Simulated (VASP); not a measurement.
# Hf4HS8 (a cell with a defect) in VASP: notebook, part 2 of 2

VASP 6.6.1.

### Step 3. Single point, PBE+D3(BJ)

INCAR reads:

```
SYSTEM = Hf4HS8
  PREC = Accurate
  ENCUT = 520
  EDIFF = 1E-7
  ISMEAR = 0
  SIGMA = 0.02
  LREAL = .False.
  LASPH = .True.
  NELM = 80
  ALGO = Normal
  ISIF = 2
  LWAVE = .False.
  LCHARG = .False.
  GGA = PE
  IVDW = 12
  NELECT = 90.0
  NBANDS = 56
```

KPOINTS reads:

```
regular mesh
0
Gamma
  3 3 3
  0 0 0
```

POSCAR reads:

```
Hf4HS8
1.0
    3.6058628313      0.0000000000     -5.7703876582
    3.6058628313      0.0000000000      5.7703876582
   -3.6058628313     -6.2455376290      0.0000000000
Hf S H
4 8 1
Direct
    0.5017346678      0.5048744915      0.0016488573
    1.0071690829     -0.0021657044      0.0089740873
    0.4945280415      0.4899205521      0.4962783325
    0.9994407057      0.0104763002      0.4927988882
    0.7944825782      0.5478533941      0.3361310306
    0.2971555362      0.0329147104      0.3365887975
    0.7943804631      0.5381131051      0.8332488425
    0.2934449038      0.0415318459      0.8267142569
    0.7046800701      0.9648937834      0.1623323820
    0.2051492333      0.4565108551      0.1648644298
    0.6993859616      0.9564132340      0.6749851254
    0.2069543807      0.4660595030      0.6667723817
    0.5388048116      0.0153640691      0.7272134554
```

Potentials or basis: VASP PAW PBE potentials, release 64 (Hf_pv, S, H).

The run is started by

```console
$ cat potpaw_PBE.64/Hf_pv/POTCAR potpaw_PBE.64/S/POTCAR potpaw_PBE.64/H/POTCAR > POTCAR
$ mpirun -np 1 vasp_std > vasp.out
```

OUTCAR:

```text
SYSTEM = Hf4HS8
   PREC = Accurate
   ENCUT = 520
   EDIFF = 1E-7
   ISMEAR = 0
   LREAL = .False.
   LASPH = .True.
   NELM = 80
   ISIF = 2
   GGA = PE
   IVDW = 12
   NELECT = 90.0
 IVDW          = 12

 ion  position               nearest neighbor table
   1  0.502  0.505  0.002-   5 2.54  10 2.54   9 2.55   7 2.55  12 2.56   8 2.56   2 3.57   4 3.58
                             3 3.61   3 3.61   4 3.63   2 3.64
   2  0.007  0.998  0.009-   6 2.52   9 2.54   7 2.54  10 2.54   8 2.58  11 2.59   4 3.48   3 3.52
[... 1061 lines left out ...]
  energy-cutoff  :      520.00
  volume of cell :      259.90
      direct lattice vectors                 reciprocal lattice vectors
     3.605862831  0.000000000 -5.770387658     0.138663067 -0.080057159 -0.086649291
     3.605862831  0.000000000  5.770387658     0.138663067 -0.080057159  0.086649291
    -3.605862831 -6.245537629  0.000000000     0.000000000 -0.160114318  0.000000000

 POSITION                                       TOTAL-FORCE (eV/Angst)
 -----------------------------------------------------------------------------------
      3.62375     -0.01030      0.01812        -0.023580      0.005708     -0.010432
      3.59155     -0.05605      5.71652         0.007646     -0.009341      0.022806
      1.76027     -3.09953     -0.02659        -0.036756      0.001169     -0.008252
      1.86466     -3.07779     -5.70671         0.060626      0.030538     -0.013309
      3.62824     -2.09932     -1.42315        -0.011968     -0.004602      0.067227
     -0.02351     -2.10218     -1.52477        -0.041521     -0.021929      0.060157
      1.80021     -5.20409     -1.47876        -0.026600     -0.011870      0.071405
     -1.77314     -5.16327     -1.45364        -0.055719     -0.033002      0.104619
      5.43491     -1.01385      1.50153        -0.006095     -0.008629     -0.059068
      1.79138     -1.02967      1.45045        -0.007934     -0.030562     -0.035385
      3.53668     -4.21564      1.48315        -0.029167     -0.010217     -0.037265
      0.02251     -4.16435      1.49514        -0.006454     -0.002669     -0.056053
     -0.62398     -4.54184     -3.02046         0.177524      0.095407     -0.106451
 -----------------------------------------------------------------------------------
    total drift:                                0.000075      0.000062      0.000134

  FREE ENERGIE OF THE ION-ELECTRON SYSTEM (eV)
  ---------------------------------------------------
  free  energy   TOTEN  =       -93.1207419971 eV

  energy  without entropy=      -93.1207419971  energy(sigma->0) =      -93.12074200
```

stdout:

```text
POSCAR found type information on POSCAR HfS H
 POSCAR found :  3 types and      13 ions
 scaLAPACK will be used
 LDA part: xc-table for (Slater+PW92), standard interpolation
 POSCAR, INCAR and KPOINTS ok, starting setup
 FFT: planning ... GRIDC
 FFT: planning ... GRID_SOFT
 FFT: planning ... GRID
 WAVECAR not read
 entering main loop
 the old and the new charge density differ
 old charge density:    89.00000 new   90.00000
    0.968E+01
```

It took 5 min on 1 thread of Intel Xeon Platinum 8488C (Sapphire Rapids), shared host; peak memory 0.49 GiB.

What came out:

```
Free energy                : -93.1207 eV
Largest force              : 0.228 eV/Å
Dispersion energy per atom : -0.325 eV
```

Forces in eV/Å, atoms in the order of the input:
```
Hf  -0.024  0.006 -0.010
Hf   0.008 -0.009  0.023
Hf  -0.037  0.001 -0.008
Hf   0.061  0.031 -0.013
S   -0.012 -0.005  0.067
S   -0.042 -0.022  0.060
S   -0.027 -0.012  0.071
S   -0.056 -0.033  0.105
S   -0.006 -0.009 -0.059
S   -0.008 -0.031 -0.035
S   -0.029 -0.010 -0.037
S   -0.006 -0.003 -0.056
H    0.178  0.095 -0.106
```

Caveat: the k points lie up to 0.38 Å⁻¹ apart, too coarse for converged energies and pressures of a metal; the cell carries a net charge on a neutralising background, which shifts energy and pressure; the cell is charged against a uniform background, so pressure and absolute levels hang on convention; spin-orbit coupling is left out, which moves the levels of the heavy elements.

### Step 4. Single point, PBE+D3(BJ)

INCAR reads:

```
ALGO     = Normal         # electronic algorithm
EDIFF    = 1E-7           # SCF threshold, eV
ENCUT    = 520            # plane-wave cutoff, eV
GGA      = PE             # functional
ISIF     = 2              # what is computed and relaxed
ISMEAR   = 0              # smearing method
IVDW     = 12             # dispersion correction
LASPH    = True           # aspherical terms in the spheres
LCHARG   = True           # write CHGCAR
LELF     = True           # ELF
LREAL    = False          # projectors in reciprocal space
LVHAR    = True         
LWAVE    = False          # write WAVECAR
NBANDS   = 56             # bands
NELECT   = 90.0         
NELM     = 80             # most SCF steps
PREC     = Accurate       # precision mode
SIGMA    = 0.02           # smearing width, eV
```

KPOINTS reads:

```
k-points
0
Gamma
  3 3 3
```

POSCAR reads:

```
Hf4HS8
1.0
    3.6058628313      0.0000000000     -5.7703876582
    3.6058628313      0.0000000000      5.7703876582
   -3.6058628313     -6.2455376290      0.0000000000
Hf S H
4 8 1
Direct
    0.5054721644      0.5100794805      0.0037216972
    1.0005593341     -0.0104763788      0.0072011415
    0.4982653648      0.4951257144      0.4983511725
    0.9928308703      0.0021657125      0.4910259424
    0.7948508860      0.5434892642      0.3351355999
    0.2953200492      0.0351063358      0.3376676477
    0.7930456128      0.5339403172      0.8332275473
    0.3006140253      0.0435867530      0.8250149637
    0.7028444444      0.9670852702      0.1634112322
    0.2055173223      0.4521465064      0.1638688390
    0.7065550031      0.9584680609      0.6732856721
    0.2056196625      0.4618870205      0.6667512466
    0.4611952402     -0.0153640766      0.7727864736
```

The run is started by

```console
$ cat potpaw_PBE.64/Hf_pv/POTCAR potpaw_PBE.64/S/POTCAR potpaw_PBE.64/H/POTCAR > POTCAR
$ mpirun -np 1 vasp_std > vasp.out
```

Wall time 4.9 min (1 thread of Intel Xeon Platinum 8488C (Sapphire Rapids), shared host); peak memory 0.47 GiB.

It converged, with:

```yaml
Free_energy: -93.1207 eV
Largest_force: 0.228 eV/Å
Dispersion_energy_per_atom: -0.325 eV
```

Forces on the atoms (eV/Å):
```
Hf   0.037 -0.001  0.008
Hf  -0.061 -0.031  0.013
Hf   0.024 -0.006  0.010
Hf  -0.008  0.009 -0.023
S    0.008  0.031  0.035
S    0.006  0.009  0.059
S    0.006  0.003  0.056
S    0.029  0.010  0.037
S    0.042  0.022 -0.060
S    0.012  0.005 -0.067
S    0.056  0.033 -0.105
S    0.027  0.012 -0.071
H   -0.178 -0.095  0.106
```

Levels at points of the mesh, in eV from the Fermi level:
```tsv
k point	band 41	band 42	band 43	band 44	band 45	band 46	band 47	band 48	band 49	band 50
(0.00, 0.00, 0.00)	-2.29	-1.55	-1.51	-1.43	-0.63	-0.36	-0.21	0.78	0.82	0.98
```

Caveat: the k points lie up to 0.38 Å⁻¹ apart, too coarse for converged energies and pressures of a metal; the cell carries a net charge on a neutralising background, which shifts energy and pressure; the cell is charged against a uniform background, so pressure and absolute levels hang on convention; spin-orbit coupling is left out, which moves the levels of the heavy elements.
